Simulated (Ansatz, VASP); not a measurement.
**Pd in VASP and in Ansatz**

The input INCAR:

```
ALGO = Normal
EDIFF = 1E-6
ENCUT = 520
GGA = RP
ISIF = 2
ISMEAR = -1
ISPIN = 2
LASPH = T
LCHARG = F
LMAXMIX = 4
LORBIT = 11
LREAL = F
LWAVE = F
MAGMOM = 0.5 -0.5
NBANDS = 21
NELM = 150
PREC = Accurate
SIGMA = 0.05
```

The input KPOINTS:

```
k-points
0
Gamma
  11 11 11
```

Contents of POSCAR:

```
Pd
1.0
    3.1679865705      0.0000000000      0.0000000000
    0.0000000000      3.1679865705      0.0000000000
    0.0000000000      0.0000000000      3.1679865705
Pd
2
Direct
    0.0000000000      0.0000000000      0.0000000000
    0.5000000000      0.5000000000      0.5000000000
```

Input for Ansatz:

```yaml
crystal:
  lattice:
    - [3.1679865705, 0.0, 0.0]
    - [0.0, 3.1679865705, 0.0]
    - [0.0, 0.0, 3.1679865705]
  atoms:
    - { symbol: Pd, position: [0.0, 0.0, 0.0], spin: 0.5 }
    - { symbol: Pd, position: [0.5, 0.5, 0.5], spin: -0.5 }
hamiltonian:
  xc: rpbe
  pseudopotentials:
    kind: paw
    azcp:
      Pd: "pseudopotentials/Pd.paw.azcp"
basis:
  ecutwfc: 420
  fft_grid_basis: typed
kpoints:
  mp_grid: { grid: [11, 11, 11], shift: [0, 0, 0] }
magnetization:
  spin_polarized: true
scf:
  occupations: { method: fermi_dirac, width: 0.05 }
  lower_state_search: "off"
output:
  stress: true
```

Alike in both runs: task single point; functional RPBE; k mesh 11 × 11 × 11; occupations fermi-dirac, width 0.05 eV; collinear spin.

|  | VASP | Ansatz |
| --- | --- | --- |
| version | VASP 6.6.1 | Ansatz 0.2.0 |
| potentials or method | VASP PAW PBE potentials, release 64 (Pd), cutoff 520 eV | plane waves (420 eV) with PAW, scalar-relativistic |
| valence electrons in the cell | 20 | 36 |

VASP gave:

```
pressure (GPa)           : -0.2
net moment per atom (μB) : 0.00
```

What did Ansatz give for the same quantities?

Pressure (GPa): 0.0; net moment per atom (μB): 0.00.

VASP's potentials were made for PBE, not for RPBE. VASP's potentials hold 20 valence electrons a cell and Ansatz's 36, so a difference there can come from the potentials and not from the codes. Ansatz's warnings: seeded moment not kept.
